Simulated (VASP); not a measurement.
Wanted: the native input for a VASP 6.6.1 run.

| Quantity | Value |
| --- | --- |
| Task | single point |
| Functional | r2SCAN |
| Potentials or basis | VASP PAW PBE potentials, release 64 (Na_pv, Cl) |
| Cutoff | 520 eV |
| k mesh | 6 × 6 × 6 |
| Occupations | gaussian, width 0.01 eV |
| Spin | no spin polarisation |
| Dipole correction | no |
| Further INCAR settings | ALGO = Normal; EDIFF = 1e-06; NBANDS = 14 |

The system is NaCl.

```
Na Cl
1.0
     3.45955    0.00000    0.00000
     0.00000    3.45955    0.00000
     0.00000    0.00000    3.45955
Na Cl
1 1
Cartesian
  0.0000 0.0000 0.0000
  1.7298 1.7298 1.7298
```

One way to write it, as run:

POSCAR

```
NaCl
1.0
    3.4595458649      0.0000000000      0.0000000000
    0.0000000000      3.4595458649      0.0000000000
    0.0000000000      0.0000000000      3.4595458649
Na Cl
1 1
Direct
    0.0000000000      0.0000000000      0.0000000000
    0.5000000000      0.5000000000      0.5000000000
```

INCAR.step1

```
SYSTEM = NaCl
PREC     = Accurate       ! precision mode
ENCUT    = 520            ! plane-wave cutoff, eV
ISMEAR   = 0              ! smearing method
SIGMA    = 0.01           ! smearing width, eV
LREAL    = .FALSE.        ! projectors in reciprocal space
LASPH    = .TRUE.         ! aspherical terms in the spheres
NELM     = 100            ! most SCF steps
NBANDS   = 14             ! bands
GGA      = PE             ! functional
ALGO     = Normal         ! electronic algorithm
EDIFF    = 1E-4           ! SCF threshold, eV
LWAVE    = .TRUE.         ! write WAVECAR
LCHARG   = .FALSE.        ! write CHGCAR
```

INCAR.step2

```
SYSTEM = NaCl
PREC     = Accurate       ! precision mode
ENCUT    = 520            ! plane-wave cutoff, eV
EDIFF    = 1E-6           ! SCF threshold, eV
ISMEAR   = 0              ! smearing method
SIGMA    = 0.01           ! smearing width, eV
LREAL    = .FALSE.        ! projectors in reciprocal space
LASPH    = .TRUE.         ! aspherical terms in the spheres
NELM     = 100            ! most SCF steps
ALGO     = Normal         ! electronic algorithm
ISIF     = 2              ! what is computed and relaxed
LWAVE    = .FALSE.        ! write WAVECAR
LCHARG   = .FALSE.        ! write CHGCAR
METAGGA  = R2SCAN         ! meta-GGA
LMIXTAU  = .TRUE.       
NBANDS   = 14             ! bands
ISTART   = 1
```

KPOINTS

```
Automatic mesh
0
G
  6 6 6
  0 0 0
```

Potentials or basis: VASP PAW PBE potentials, release 64 (Na_pv, Cl).

The run is started by

```sh
$ cat potpaw_PBE.64/Na_pv/POTCAR potpaw_PBE.64/Cl/POTCAR > POTCAR
$ cp INCAR.step1 INCAR
$ mpirun -np 1 vasp_std > vasp.out
$ cp INCAR.step2 INCAR
$ mpirun -np 1 vasp_std > vasp.out
```

Results of the run:

* Pressure: -0.3 GPa
* Band gap on the k mesh: 4.95 eV, indirect (least direct gap 5.49 eV)

Caveat: the PAW data sets were made with another functional, which shifts forces and pressure a little.

Run time: 54 s on 1 thread of Intel(R) Xeon(R) Platinum 8259CL CPU @ 2.50GHz (Skylake/Cascade Lake), with other jobs on the host, peak memory 0.16 GiB.
